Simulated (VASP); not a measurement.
# VO2 (P4_2/mnm) in VASP: relaxation of cell and atoms with PBE+U

Aim: the relaxation of cell and atoms of VO2 with PBE+U.

Program: VASP 6.6.1. These are calculated values, not measurements. Logs are shortened: lines on timing, memory, paths and dates and some standing lists are left out, and cuts for length are marked.

**1. The cell of the first run**

The structure is tetragonal, space group P4_2/mnm (No. 136). The conventional cell has a = 4.125 Å, b = 4.125 Å, c = 2.829 Å, α = 90.00°, β = 90.00°, γ = 90.00°. V (site symmetry mmm) has 6 O at 1.75 to 1.84 Å within 2.3 Å. Within 2.3 Å of O (site symmetry m2m) lie 3 V at 1.75 to 1.84 Å.

**2. Relaxation of cell and atoms, PBE+U, collinear spin, ferromagnetic start, target pressure 90 GPa, at which the enthalpy is minimised**

The input, INCAR:

```
SYSTEM = VO2
ALGO = Normal
EDIFF = 1E-7
EDIFFG = -0.008
ENCUT = 600
GGA = PE
GGA_COMPAT = .False.
IBRION = 2
ISIF = 3
ISMEAR = 0
ISPIN = 2
KPAR = 4
LASPH = .True.
LCHARG = .False.
LDAU = .True.
LDAUJ = 0 0
LDAUL = 2 -1
LDAUPRINT = 1
LDAUTYPE = 2
LDAUU = 3.25 0
LMAXMIX = 4
LORBIT = 11
LREAL = .False.
LWAVE = .False.
MAGMOM = -0.86 -0.86 0 0 0 0
NELM = 200
NELMIN = 4
NSW = 70
PREC = Accurate
PSTRESS = 900.0
SIGMA = 0.02
```

The input, KPOINTS:

```
k-points
0
Gamma
  8 8 10
  0 0 0
```

The input, POSCAR:

```
VO2
1.0
    4.1253729063      0.0000000000      0.0000000000
    0.0000000000      4.1253729063      0.0000000000
    0.0000000000      0.0000000000      2.8287431518
V O
2 4
Direct
    0.0000000000      0.0000000000      0.0000000000
    0.5000000000      0.5000000000      0.5000000000
    0.2993213241      0.2993213241      0.0000000000
    0.7006786759      0.7006786759      0.0000000000
    0.7993213241      0.2006786759      0.5000000000
    0.2006786759      0.7993213241      0.5000000000
```

Potentials or basis: VASP PAW PBE potentials, release 64 (V_sv, O).

Launch:

```
cat potpaw_PBE.64/V_sv/POTCAR potpaw_PBE.64/O/POTCAR > POTCAR
mpirun -np 4 vasp_std > vasp.out
```

OUTCAR:

```text
SYSTEM = VO2
   EDIFF = 1E-7
   EDIFFG = -0.008
   ENCUT = 600
   GGA = PE
   IBRION = 2
   ISIF = 3
   ISMEAR = 0
   ISPIN = 2
   LASPH = .True.
   LORBIT = 11
   LREAL = .False.
   NELM = 200
   NELMIN = 4
   NSW = 70
   PREC = Accurate
   PSTRESS = 900.0

 ion  position               nearest neighbor table
   1  0.000  0.000  0.000-   3 1.75   4 1.75   5 1.84   6 1.84   5 1.84   6 1.84
   2  0.500  0.500  0.500-   5 1.75   6 1.75   3 1.84   4 1.84   3 1.84   4 1.84
   3  0.299  0.299  0.000-   1 1.75   2 1.84   2 1.84
   4  0.701  0.701  0.000-   1 1.75   2 1.84   2 1.84
   5  0.799  0.201  0.500-   2 1.75   1 1.84   1 1.84
   6  0.201  0.799  0.500-   2 1.75   1 1.84   1 1.84

  LATTYP: Found a simple tetragonal cell.
 ALAT       =     4.1253729063
 C/A-ratio  =     0.6856939278

  Lattice vectors:

 A1 = (   4.1253729063,   0.0000000000,   0.0000000000)
 A2 = (   0.0000000000,   4.1253729063,   0.0000000000)
 A3 = (   0.0000000000,   0.0000000000,   2.8287431518)

Analysis of symmetry for initial positions (statically):
=====================================================================
 Subroutine PRICEL returns:
 Original cell was already a primitive cell.

 Routine SETGRP: Setting up the symmetry group for a
 simple tetragonal supercell.

 Subroutine GETGRP returns: Found 16 space group operations
 (whereof  8 operations were pure point group operations)
 out of a pool of 16 trial point group operations.

The static configuration has the point symmetry D_2h.
 The point group associated with its full space group is D_4h.

Analysis of symmetry for dynamics (positions and initial velocities):
=====================================================================
 Subroutine PRICEL returns:
 Original cell was already a primitive cell.

 Routine SETGRP: Setting up the symmetry group for a
 simple tetragonal supercell.

 Subroutine GETGRP returns: Found 16 space group operations
 (whereof  8 operations were pure point group operations)
 out of a pool of 16 trial point group operations.

The dynamic configuration has the point symmetry D_2h.
 The point group associated with its full space group is D_4h.

Analysis of structural, dynamic, and magnetic symmetry:
=====================================================================
 Subroutine PRICEL returns:
 Original cell was already a primitive cell.

 Routine SETGRP: Setting up the symmetry group for a
 simple tetragonal supercell.

 Subroutine GETGRP returns: Found 16 space group operations
 (whereof  8 operations were pure point group operations)
 out of a pool of 16 trial point group operations.

The overall configuration has the point symmetry D_2h.
 The point group associated with its full space group is D_4h.

 Subroutine INISYM returns: Found 16 space group operations
 (whereof  8 operations are pure point group operations),
 and found     1 'primitive' translations

----------------------------------------------------------------------------------------

                                     Primitive cell

  volume of cell :      48.1415

  direct lattice vectors                    reciprocal lattice vectors
[... 138 lines left out ...]

--------------------------------------- Ionic step        1  -------------------------------------------

 number of electron      50.0000015 magnetization      -2.0000222

 Free energy of the ion-electron system (eV)
  ---------------------------------------------------
  ext. energy  EPLUGINS =         0.00000000
  ---------------------------------------------------
  free energy    TOTEN  =       -43.26832473 eV

  energy without entropy =      -43.26832473  energy(sigma->0) =      -43.26832473

------------------------ aborting loop because EDIFF is reached ----------------------------------------

  FORCE on cell =-STRESS in cart. coord.  units (eV):
  Direction    XX          YY          ZZ          XY          YZ          ZX
  --------------------------------------------------------------------------------------
  -------------------------------------------------------------------------------------
  Total       28.6586776     28.6586776     29.5777916      0.0000000      0.0000000      0.0000000
  in kB      953.7768790    953.7768790    984.3655083      0.0000000      0.0000000      0.0000000
  external PRESSURE =      63.9730887 kB  Pullay stress =     900.0000000 kB
[... 277 lines left out ...]
  energy  without entropy=      -43.5699971562  energy(sigma->0) =      -43.56999716

  enthalpy is  TOTEN    =       -16.2406936600 eV   P V=       27.3293034962

atom =   1  type =  1  l = 2

 onsite density matrix

spin component  1

  0.2912  0.0000 -0.1457  0.0000  0.0000
  0.0000  0.2321  0.0000 -0.0950  0.0000
 -0.1457  0.0000  0.1799  0.0000 -0.0000
  0.0000 -0.0950  0.0000  0.2321  0.0000
  0.0000  0.0000 -0.0000  0.0000  0.1522

spin component  2

  0.6062  0.0000  0.2231  0.0000  0.0000
  0.0000  0.2525  0.0000 -0.0877  0.0000
  0.2231  0.0000  0.7779  0.0000 -0.0000
  0.0000 -0.0877  0.0000  0.2525  0.0000
  0.0000  0.0000 -0.0000  0.0000  0.1820

 occupancies and eigenvectors

  o =  0.0796  v = -0.5671  0.0000 -0.8237  0.0000 -0.0000  0.0000  0.0000  0.0000  0.0000  0.0000      0.0000  0.0000  0.0000  0.0000  0.0000  0.0000  0.0000  0.0000  0.0000  0.0000
  o =  0.1371  v =  0.0000  0.7071  0.0000  0.7071 -0.0000  0.0000  0.0000  0.0000  0.0000  0.0000      0.0000  0.0000  0.0000  0.0000  0.0000  0.0000  0.0000  0.0000  0.0000  0.0000
  o =  0.1522  v = -0.0000  0.0000 -0.0000  0.0000  1.0000  0.0000  0.0000  0.0000  0.0000  0.0000      0.0000  0.0000  0.0000  0.0000  0.0000  0.0000  0.0000  0.0000  0.0000  0.0000
  o =  0.1648  v =  0.0000  0.0000  0.0000  0.0000  0.0000  0.0000 -0.7071  0.0000 -0.7071 -0.0000      0.0000  0.0000  0.0000  0.0000  0.0000  0.0000  0.0000  0.0000  0.0000  0.0000
  o =  0.1820  v =  0.0000  0.0000  0.0000  0.0000  0.0000  0.0000  0.0000 -0.0000  0.0000 -1.0000      0.0000  0.0000  0.0000  0.0000  0.0000  0.0000  0.0000  0.0000  0.0000  0.0000
  o =  0.3271  v = -0.0000 -0.7071 -0.0000  0.7071 -0.0000  0.0000  0.0000  0.0000  0.0000  0.0000      0.0000  0.0000  0.0000  0.0000  0.0000  0.0000  0.0000  0.0000  0.0000  0.0000
  o =  0.3402  v =  0.0000  0.0000  0.0000  0.0000  0.0000  0.0000  0.7071  0.0000 -0.7071  0.0000      0.0000  0.0000  0.0000  0.0000  0.0000  0.0000  0.0000  0.0000  0.0000  0.0000
  o =  0.3914  v = -0.8237  0.0000  0.5671 -0.0000 -0.0000  0.0000  0.0000  0.0000  0.0000  0.0000      0.0000  0.0000  0.0000  0.0000  0.0000  0.0000  0.0000  0.0000  0.0000  0.0000
  o =  0.4531  v =  0.0000  0.0000  0.0000  0.0000  0.0000 -0.8243  0.0000  0.5661  0.0000 -0.0000      0.0000  0.0000  0.0000  0.0000  0.0000  0.0000  0.0000  0.0000  0.0000  0.0000
  o =  0.9311  v =  0.0000  0.0000  0.0000  0.0000  0.0000 -0.5661 -0.0000 -0.8243  0.0000  0.0000      0.0000  0.0000  0.0000  0.0000  0.0000  0.0000  0.0000  0.0000  0.0000  0.0000

atom =   2  type =  1  l = 2

 onsite density matrix

spin component  1

  0.2912  0.0000  0.1457  0.0000  0.0000
  0.0000  0.2321  0.0000  0.0950  0.0000
  0.1457  0.0000  0.1799  0.0000  0.0000
  0.0000  0.0950  0.0000  0.2321  0.0000
  0.0000  0.0000  0.0000  0.0000  0.1522

spin component  2

  0.6062  0.0000 -0.2231  0.0000  0.0000
  0.0000  0.2525  0.0000  0.0877  0.0000
 -0.2231  0.0000  0.7779  0.0000  0.0000
  0.0000  0.0877  0.0000  0.2525  0.0000
  0.0000  0.0000  0.0000  0.0000  0.1820

 occupancies and eigenvectors

  o =  0.0796  v = -0.5671  0.0000  0.8237 -0.0000 -0.0000  0.0000  0.0000  0.0000  0.0000  0.0000      0.0000  0.0000  0.0000  0.0000  0.0000  0.0000  0.0000  0.0000  0.0000  0.0000
  o =  0.1371  v = -0.0000 -0.7071  0.0000  0.7071 -0.0000  0.0000  0.0000  0.0000  0.0000  0.0000      0.0000  0.0000  0.0000  0.0000  0.0000  0.0000  0.0000  0.0000  0.0000  0.0000
  o =  0.1522  v = -0.0000 -0.0000  0.0000  0.0000  1.0000  0.0000  0.0000  0.0000  0.0000  0.0000      0.0000  0.0000  0.0000  0.0000  0.0000  0.0000  0.0000  0.0000  0.0000  0.0000
  o =  0.1648  v =  0.0000  0.0000  0.0000  0.0000  0.0000  0.0000  0.7071  0.0000 -0.7071  0.0000      0.0000  0.0000  0.0000  0.0000  0.0000  0.0000  0.0000  0.0000  0.0000  0.0000
  o =  0.1820  v =  0.0000  0.0000  0.0000  0.0000  0.0000  0.0000  0.0000  0.0000  0.0000 -1.0000      0.0000  0.0000  0.0000  0.0000  0.0000  0.0000  0.0000  0.0000  0.0000  0.0000
  o =  0.3271  v = -0.0000 -0.7071  0.0000 -0.7071  0.0000  0.0000  0.0000  0.0000  0.0000  0.0000      0.0000  0.0000  0.0000  0.0000  0.0000  0.0000  0.0000  0.0000  0.0000  0.0000
  o =  0.3402  v =  0.0000  0.0000  0.0000  0.0000  0.0000  0.0000 -0.7071  0.0000 -0.7071 -0.0000      0.0000  0.0000  0.0000  0.0000  0.0000  0.0000  0.0000  0.0000  0.0000  0.0000
  o =  0.3914  v = -0.8237  0.0000 -0.5671  0.0000 -0.0000  0.0000  0.0000  0.0000  0.0000  0.0000      0.0000  0.0000  0.0000  0.0000  0.0000  0.0000  0.0000  0.0000  0.0000  0.0000
  o =  0.4531  v =  0.0000  0.0000  0.0000  0.0000  0.0000 -0.8243  0.0000 -0.5661  0.0000 -0.0000      0.0000  0.0000  0.0000  0.0000  0.0000  0.0000  0.0000  0.0000  0.0000  0.0000
  o =  0.9311  v =  0.0000  0.0000  0.0000  0.0000  0.0000 -0.5661 -0.0000  0.8243  0.0000  0.0000      0.0000  0.0000  0.0000  0.0000  0.0000  0.0000  0.0000  0.0000  0.0000  0.0000

--------------------------------------- Ionic step        8  -------------------------------------------

 number of electron      50.0000005 magnetization      -1.9999996

 Free energy of the ion-electron system (eV)
  ---------------------------------------------------
  ext. energy  EPLUGINS =         0.00000000
  ---------------------------------------------------
  free energy    TOTEN  =       -43.56718665 eV

  energy without entropy =      -43.56718665  energy(sigma->0) =      -43.56718665

 E-fermi :   8.6292     XC(G=0): -12.9057

 val. band max:        8.3857325661   @ k =   0.2500   0.2500   0.2000
 cond. band min:       9.1404120839   @ k =   0.5000   0.0000   0.5000
 fundamental gap:      0.7546795178
 Fermi energy:         8.6291822839

 spin component 1

 k-point     1 :       0.0000    0.0000    0.0000
  band No.  band energies     occupation
      1     -56.1224      1.00000
      2     -56.0885      1.00000
      3     -30.8958      1.00000
      4     -30.8958      1.00000
      5     -29.6492      1.00000
      6     -29.5770      1.00000
[... 1664 lines left out ...]
  energy  without entropy=      -43.5671866537  energy(sigma->0) =      -43.56718665

  enthalpy is  TOTEN    =       -16.2409479251 eV   P V=       27.3262387286

 reached required accuracy - stopping structural energy minimisation

 total charge

# of ion       s       p       d       tot
------------------------------------------
    1        2.371   6.518   3.111  12.000
    2        2.371   6.518   3.111  12.000
    3        1.584   3.633   0.000   5.217
    4        1.584   3.633   0.000   5.217
    5        1.584   3.633   0.000   5.217
    6        1.584   3.633   0.000   5.217
--------------------------------------------------
tot         11.079  27.570   6.222  44.870

 magnetization (x)

# of ion       s       p       d       tot
------------------------------------------
    1       -0.018  -0.018  -0.981  -1.017
    2       -0.018  -0.018  -0.981  -1.017
    3        0.001   0.018   0.000   0.019
    4        0.001   0.018   0.000   0.019
    5        0.001   0.018   0.000   0.019
    6        0.001   0.018   0.000   0.019
--------------------------------------------------
tot         -0.030   0.035  -1.963  -1.958
```

Run time: 5.6 min. Hardware: 4 MPI ranks of AMD EPYC 7R13 (Zen 3), shared host; peak memory 0.35 GiB.

What came out:

```yaml
Free_energy: -43.5672 eV
Relaxed_volume: 8.11 Å³/atom
Relaxed_cell: a = 4.122 Å, b = 4.122 Å, c = 2.863 Å, α = 90.00°, β = 90.00°, γ = 90.00°
Space_group_after_relaxing_to_0.05_Å: P4_2/mnm (No. 136)
Energy_change_on_relaxing_the_enthalpy_is_what_falls: -49.8 meV/atom
Ionic_steps: 8
Pressure_after_relaxing: 90.0 GPa
Band_gap_on_the_k_mesh: 0.75 eV, indirect (least direct gap 1.13 eV)
Net_moment: -2.00 μB per cell
Site_moments: V -1.02; O +0.02 μB
Valence_electrons_inside_the_program's_atomic_spheres: V 12.00; O 5.22
```

The path:
```tsv
step	energy change (eV)	largest force (eV/Å)	pressure (GPa)	volume (Å³)
1	0.0000	0.0942	96.40	48.14
2	-1.1821	0.0261	71.20	50.41
3	-0.3317	0.0765	89.58	48.71
4	-0.3253	0.0767	89.71	48.70
5	-0.3133	0.0227	89.86	48.67
6	-0.2968	0.0424	90.04	48.64
7	-0.3017	0.0637	89.87	48.65
8	-0.2989	0.0013	89.97	48.65
```

Final structure:
```
CELL_PARAMETERS angstrom
4.12173 0.00000 0.00000
0.00000 4.12173 0.00000
0.00000 0.00000 2.86344
ATOMIC_POSITIONS crystal
V 0.00000 0.00000 0.00000
V 0.50000 0.50000 0.50000
O 0.30064 0.30064 0.00000
O 0.69936 0.69936 0.00000
O 0.80064 0.19936 0.50000
O 0.19936 0.80064 0.50000
```

Eigenvalues of the final occupation matrices:
| site | spin | trace | eigenvalues |
| --- | --- | --- | --- |
| site 1 d | 1 | 1.09 | 0.08 0.14 0.15 0.33 0.39 |
| site 1 d | 2 | 2.07 | 0.16 0.18 0.34 0.45 0.93 |
| site 2 d | 1 | 1.09 | 0.08 0.14 0.15 0.33 0.39 |
| site 2 d | 2 | 2.07 | 0.16 0.18 0.34 0.45 0.93 |

Caveat: the cell is relaxed towards a set pressure, so the enthalpy falls and the energy may rise. A k mesh can miss the band edges.
